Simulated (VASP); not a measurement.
# Si (Imma) in VASP: further runs

Si is run at these levels: PBE; tasks: single point.

Program: VASP 6.6.1. These are calculated values, not measurements. Logs are shortened: lines on timing, memory, paths and dates and some standing lists are left out, and cuts for length are marked.

### Step 1. The cell of the first run

The structure is orthorhombic, space group Imma (No. 74). Conventional cell: a = 4.411 Å, b = 4.641 Å, c = 2.498 Å, α = 90.00°, β = 90.00°, γ = 90.00°. Si (site symmetry mm2) has 10 Si at 2.34 to 3.21 Å within 3.3 Å.

### Step 2. Single point, PBE (12.79 Å³/atom)

File INCAR:

```
PREC = Accurate
ENCUT = 520
EDIFF = 1E-7
ISMEAR = -1
SIGMA = 0.08
LREAL = F
LASPH = T
NELM = 80
ALGO = Normal
ISIF = 2
LWAVE = F
LCHARG = T
GGA = PE
LELF = T
LVHAR = T
NBANDS = 11
ISYM = 0
```

File KPOINTS:

```
Automatic mesh
0
Gamma
  16 16 11
```

File POSCAR:

```
Si
1.0
   -2.2054392274      2.3205609996      1.2491936984
    2.2054392274     -2.3205609996      1.2491936984
    2.2054392274      2.3205609996     -1.2491936984
Si
2
Direct
    0.8070000000      0.5570000000      0.2500000000
    0.1930000000      0.4430000000      0.7500000000
```

Potentials or basis: VASP PAW PBE potentials, release 64 (Si).

Command:

```
$ cat potpaw_PBE.64/Si/POTCAR > POTCAR
$ mpirun -np 1 vasp_std > vasp.out
```

OUTCAR:

```text
PREC = Accurate
   ENCUT = 520
   EDIFF = 1E-7
   ISMEAR = -1
   LREAL = F
   LASPH = T
   NELM = 80
   ISIF = 2
   GGA = PE
   ISYM = 0

 ion  position               nearest neighbor table
   1  0.807  0.557  0.250-   2 2.34   2 2.34   2 2.41   2 2.41   2 2.69   2 2.69
   2  0.193  0.443  0.750-   1 2.34   1 2.34   1 2.41   1 2.41   1 2.69   1 2.69

IMPORTANT INFORMATION: All symmetrisations will be switched off!
NOSYMM: (Re-)initialisation of all symmetry stuff for point group C_1.

----------------------------------------------------------------------------------------

                                     Primitive cell

  volume of cell :      25.5728

  direct lattice vectors                    reciprocal lattice vectors
    -2.205439227  2.320561000  1.249193698     0.000000000  0.215465140  0.400258183
     2.205439227 -2.320561000  1.249193698     0.226712209  0.000000000  0.400258183
     2.205439227  2.320561000 -1.249193698     0.226712209  0.215465140  0.000000000

  length of vectors
     3.436488096  3.436488096  3.436488096     0.454567750  0.460005477  0.312767729

  position of ions in fractional coordinates (direct lattice)
     0.807000000  0.557000000  0.250000000
     0.193000000  0.443000000  0.750000000

  ion indices of the primitive-cell ions
   primitive index   ion index
                 1           1
                 2           2

----------------------------------------------------------------------------------------

 KPOINTS: Automatic mesh

Automatic generation of k-mesh.
 Grid dimensions read from file:
 generate k-points for:   16   16   11

 Generating k-lattice:

  Cartesian coordinates                     Fractional coordinates (reciprocal lattice)
     0.000000000  0.013466571  0.025016136     0.062500000  0.000000000  0.000000000
     0.014169513  0.000000000  0.025016136    -0.000000000  0.062500000  0.000000000
     0.020610201  0.019587740  0.000000000    -0.000000000  0.000000000  0.090909091

  Length of vectors
     0.028410484  0.028750342  0.028433430

  Shift w.r.t. Gamma in fractional coordinates (k-lattice)
     0.000000000  0.000000000  0.000000000

 -----------------------------------------------------------------------------
|                                                                             |
|           W    W    AA    RRRRR   N    N  II  N    N   GGGG   !!!           |
|           W    W   A  A   R    R  NN   N  II  NN   N  G    G  !!!           |
|           W    W  A    A  R    R  N N  N  II  N N  N  G       !!!           |
|           W WW W  AAAAAA  RRRRR   N  N N  II  N  N N  G  GGG   !            |
|           WW  WW  A    A  R   R   N   NN  II  N   NN  G    G                |
|           W    W  A    A  R    R  N    N  II  N    N   GGGG   !!!           |
|                                                                             |
|     Your reciprocal lattice and k-lattice belong to different lattice       |
|     classes:                                                                |
|                                                                             |
|        The reciprocal lattice is face-centered orthorhombic,                |
|        whereas your k-lattice is triclinic.                                 |
|                                                                             |
|     Results are often still useful ...                                      |
|                                                                             |
 -----------------------------------------------------------------------------

 WARNING: IBZKPT: internal override: KBLOWUP is changed to .FALSE.
      ... skipping the blow-up phase ...

 Subroutine IBZKPT returns following result:
 ===========================================

 Found   1410 irreducible k-points:

 Following reciprocal coordinates:
            Coordinates               Weight
  0.000000  0.000000  0.000000      1.000000
  0.062500 -0.000000  0.000000      2.000000
  0.125000 -0.000000  0.000000      2.000000
  0.187500 -0.000000  0.000000      2.000000
  0.250000 -0.000000  0.000000      2.000000
  0.312500  0.000000  0.000000      2.000000
[... 16 lines left out ...]
 -0.187500  0.062500 -0.000000      2.000000
 -0.125000  0.062500 -0.000000      2.000000
 [... further k-points ...]
   k-points           NKPTS =   1410   k-points in BZ     NKDIM =   1410   number of bands    NBANDS=     11
   number of dos      NEDOS =    301   number of ions     NIONS =      2
   total plane-waves  NPLWV =  21952
   dimension x,y,z NGX =    28 NGY =   28 NGZ =   28
   dimension x,y,z NGXF=    56 NGYF=   56 NGZF=   56
   ions per type =               2
   NGX,Y,Z   is equivalent  to a cutoff of  13.55, 13.55, 13.55 a.u.
   NGXF,Y,Z  is equivalent  to a cutoff of  27.09, 27.09, 27.09 a.u.
 SYSTEM =  unknown system
   PREC   = accura    normal or accurate (medium, high low for compatibility)
   ISTART =      0    job   : 0-new  1-cont  2-samecut
   ICHARG =      2    charge: 1-file 2-atom 10-const
   ISPIN  =      1    spin polarized calculation?
   LNONCOLLINEAR =      F non collinear calculations
   LSORBIT =      F    spin-orbit coupling
   LASPH  =      T    aspherical Exc in radial PAW
   ENCUT  =  520.0 eV  38.22 Ry    6.18 a.u.   6.39  6.39  6.39*2*pi/ulx,y,z
   NELM   =     80;   NELMIN=  2; NELMDL= -5     # of ELM steps
   EDIFF  = 0.1E-06   stopping-criterion for ELM
   LREAL  =      F    real-space projection
   EDIFFG = 0.1E-05   stopping-criterion for IOM
   NSW    =      0    number of steps for IOM
   IBRION =     -1    ionic relax: 0-MD 1-quasi-New 2-CG
   NFREE  =      0    steps in history (QN), initial steepest desc. (CG)
   ISIF   =      2    stress and relaxation
   ISYM   =      0    0-nonsym 1-usesym 2-fastsym
   POTIM  = 0.5000    time-step for ionic-motion
   TEBEG  =    0.0;   TEEND  =   0.0 temperature during run
   PSTRESS=    0.0 pullay stress
   NELECT =       8.0000    total number of electrons
   NUPDOWN=      -1.0000    fix difference up-down
   EMIN   =  10.00;   EMAX   =-10.00  energy-range for DOS
   EFERMI =   0.00;   METHOD = LEGACY
   ISMEAR =    -1;   SIGMA  =   0.08  broadening in eV -4-tet -1-fermi 0-gaus
   EFERMI_NEDOS =   21; number of points for ismear=-14 and -15
   IALGO  =     38    algorithm
   IMIX   =      4    mixing-type and parameters
     AMIX     =   0.40;   BMIX     =  1.00
     AMIX_MAG =   1.60;   BMIX_MAG =  1.00
  volume/ion in A,a.u.               =      12.79        86.29
  Fermi-wavevector in a.u.,A,eV,Ry     =   1.111336  2.100121 16.804128  1.235069
  Thomas-Fermi vector in A             =   2.247898
   LORBIT       =      0    0 simple, 1 ext, 2 COOP (PROOUT), +10 PAW based schemes
   GGA     = PE    functional components
   LHFCALC =     F    Hartree Fock is set to
   AEXX    =    0.0000 exact exchange contribution
   IVDW    =     0    specifies the selected vdW correction
   LEPSILON=     F    determine dielectric tensor
   LRPA    =     F    only Hartree local field effects (RPA)
 non-spin polarized calculation
  energy-cutoff  :      520.00
  volume of cell :       25.57
 maximum number of plane-waves:       705
 NGX is ok and might be reduce to    28
   NGX = 13   NGY = 13   NGZ = 13

 number of electron       8.0000000 magnetization

 Free energy of the ion-electron system (eV)
  ---------------------------------------------------
  ext. energy  EPLUGINS =         0.00000000
  ---------------------------------------------------
  free energy    TOTEN  =        -9.89552369 eV

  energy without entropy =       -9.87997904  energy(sigma->0) =       -9.88775136

 E-fermi :  11.5666     XC(G=0): -11.6312

 val. band max:       11.5665891629   @ k =   0.2500  -0.0000   0.0000
 cond. band min:      11.5712756648   @ k =  -0.1875  -0.0625   0.4545
 fundamental gap:      0.0046865019
 Fermi energy:        11.5666181354

 k-point     1 :       0.0000    0.0000    0.0000
  band No.  band energies     occupation
      1      -3.8431      2.00000
      2       8.4360      2.00000
      3       8.9589      2.00000
      4      10.1133      2.00000
      5      12.3509      0.00011
      6      19.4114      0.00000
      7      21.2097      0.00000
      8      22.0787      0.00000
      9      22.8590      0.00000
     10      23.0319      0.00000
     11      23.9550      0.00000

 k-point     2 :       0.0625   -0.0000    0.0000
  band No.  band energies     occupation
      1      -3.7263      2.00000
      2       8.3817      2.00000
      3       8.6807      2.00000
      4      10.5709      1.99999
      5      12.6269      0.00000
      6      18.6764      0.00000
      7      20.5686      0.00000
      8      21.5260      0.00000
      9      22.1349      0.00000
     10      22.6179      0.00000
     11      23.9706      0.00000

 k-point     3 :       0.1250   -0.0000    0.0000
  band No.  band energies     occupation
      1      -3.3762      2.00000
      2       8.2821      2.00000
      3       8.3092      2.00000
      4      11.4383      1.66499
      5      13.3893      0.00000
      6      17.4087      0.00000
      7      18.2371      0.00000
      8      20.3810      0.00000
      9      20.6122      0.00000
     10      21.6917      0.00000
     11      23.8384      0.00000
[... 267 lines left out ...]
 k-point    23 :      -0.1875    0.0625   -0.0000
  band No.  band energies     occupation
      1      -3.2171      2.00000
      2       6.9854      2.00000
      3       8.5313      2.00000
      4      11.9828      0.01095
      5      14.3642      0.00000
      6      16.4717      0.00000
      7      17.8536      0.00000
      8      19.9384      0.00000
      9      20.9456      0.00000
     10      22.3175      0.00000
     11      23.7948      0.00000

 k-point    24 :      -0.1250    0.0625   -0.0000
  band No.  band energies     occupation
      1      -3.6190      2.00000
      2       7.3240      2.00000
      3       8.6937      2.00000
      4      11.1660      1.98671
      5      13.4242      0.00000
      6      17.6489      0.00000
      7      20.2173      0.00000
      8      21.5271      0.00000
      9      22.0903      0.00000
     10      22.9391      0.00000
     11      24.4292      0.00000

 [... further k-points ...]

------------------------ aborting loop because EDIFF is reached ----------------------------------------

  FORCE on cell =-STRESS in cart. coord.  units (eV):
  Direction    XX          YY          ZZ          XY          YZ          ZX
  --------------------------------------------------------------------------------------
  -------------------------------------------------------------------------------------
  Total        4.1388547      4.9700739      4.1454597     -0.0123220      0.0089237      0.0023643
  in kB      259.3061999    311.3834782    259.7200167     -0.7719966      0.5590856      0.1481284
  external PRESSURE =     276.8032316 kB  Pullay stress =       0.0000000 kB

 VOLUME and BASIS-vectors are now :
 -----------------------------------------------------------------------------
  energy-cutoff  :      520.00
  volume of cell :       25.57
      direct lattice vectors                 reciprocal lattice vectors
    -2.205439227  2.320561000  1.249193698     0.000000000  0.215465140  0.400258183
     2.205439227 -2.320561000  1.249193698     0.226712209  0.000000000  0.400258183
     2.205439227  2.320561000 -1.249193698     0.226712209  0.215465140  0.000000000

 POSITION                                       TOTAL-FORCE (eV/Angst)
 -----------------------------------------------------------------------------------
      0.00000      1.16028      1.39160         0.005280     -0.000241     -0.065104
      2.20544      1.16028     -0.14241        -0.005280      0.000241      0.065104
 -----------------------------------------------------------------------------------
    total drift:                               -0.000000      0.000000      0.000000

  FREE ENERGIE OF THE ION-ELECTRON SYSTEM (eV)
  ---------------------------------------------------
  free  energy   TOTEN  =        -9.8955236857 eV

  energy  without entropy=       -9.8799790438  energy(sigma->0) =       -9.88775136
```

Wall time 2.5 min (1 thread of Intel Xeon 6975P-C (Granite Rapids), shared host); peak memory 0.41 GiB.

What came out:

- Free energy: -9.8955 eV
- Pressure: 27.7 GPa
- Largest force: 0.065 eV/Å
- Band gap on the k mesh: zero (bands 4 and 5 overlap by 7.87 eV)

Forces in eV/Å, atoms in the order of the input:
```
Si   0.005  0.000 -0.065
Si  -0.005  0.000  0.065
```

Caveat: the cell stands under pressure.

### Step 3. Single point, PBE (13.19 Å³/atom)

This run uses another cell than the first one, of 13.19 Å³/atom.

File INCAR:

```
SYSTEM = Si
ALGO     = Normal         ! electronic algorithm
EDIFF    = 1E-6           ! SCF threshold, eV
ENCUT    = 520            ! plane-wave cutoff, eV
GGA      = PE             ! functional
ISIF     = 2              ! what is computed and relaxed
ISMEAR   = -1             ! smearing method
ISYM     = 0            
LASPH    = .TRUE.         ! aspherical terms in the spheres
LCHARG   = .FALSE.        ! write CHGCAR
LREAL    = .FALSE.        ! projectors in reciprocal space
LWAVE    = .FALSE.        ! write WAVECAR
NBANDS   = 11             ! bands
NELM     = 80             ! most SCF steps
PREC     = Accurate       ! precision mode
SIGMA    = 0.08           ! smearing width, eV
```

File KPOINTS:

```
k-points
0
G
  16 16 11
  0 0 0
```

File POSCAR:

```
Si
1.0
   -2.2282610716      2.3445741218      1.2621203315
    2.2282610716     -2.3445741218      1.2621203315
    2.2282610716      2.3445741218     -1.2621203315
Si
2
Direct
    0.8070000000      0.5570000000      0.2500000000
    0.1930000000      0.4430000000      0.7500000000
```

Potentials or basis: VASP PAW PBE potentials, release 64 (Si).

Command:

```
$ cat potpaw_PBE.64/Si/POTCAR > POTCAR
$ mpirun -np 1 vasp_std > vasp.out
```

Run time: 2.2 min. Hardware: 1 thread of Intel Xeon 6975P-C (Granite Rapids), shared host; peak memory 0.42 GiB.

Results (log left out):

- Free energy: -10.0178 eV
- Pressure: 21.3 GPa
- Largest force: 0.031 eV/Å
- Band gap on the k mesh: zero (bands 4 and 5 overlap by 7.68 eV)

Forces in eV/Å, atoms in the order of the input:
```
Si   0.005  0.000 -0.031
Si  -0.005  0.000  0.031
```

Stress tensor (GPa, compression positive):
```
19.92 -0.12  0.02
-0.12 24.03  0.06
 0.02  0.06 19.95
```

Levels at points of the mesh, in eV from the Fermi level:
```csv
k point,band 1,band 2,band 3,band 4,band 5,band 6,band 7,band 8
"(0.00, 0.00, 0.00)",-15.11,-3.05,-2.55,-1.56,0.94,7.80,9.39,10.27
"(0.50, 0.00, 0.00)",-8.07,-7.80,-1.82,-1.43,-1.27,-0.05,5.01,5.31
"(0.00, 0.50, 0.00)",-7.97,-7.52,-2.90,-2.26,-1.32,0.93,5.35,6.28
"(0.50, 0.50, 0.00)",-11.68,-11.68,0.12,0.12,3.00,3.00,8.93,8.93
```

Caveat: the cell stands under pressure.

[end of part 1 of 2]
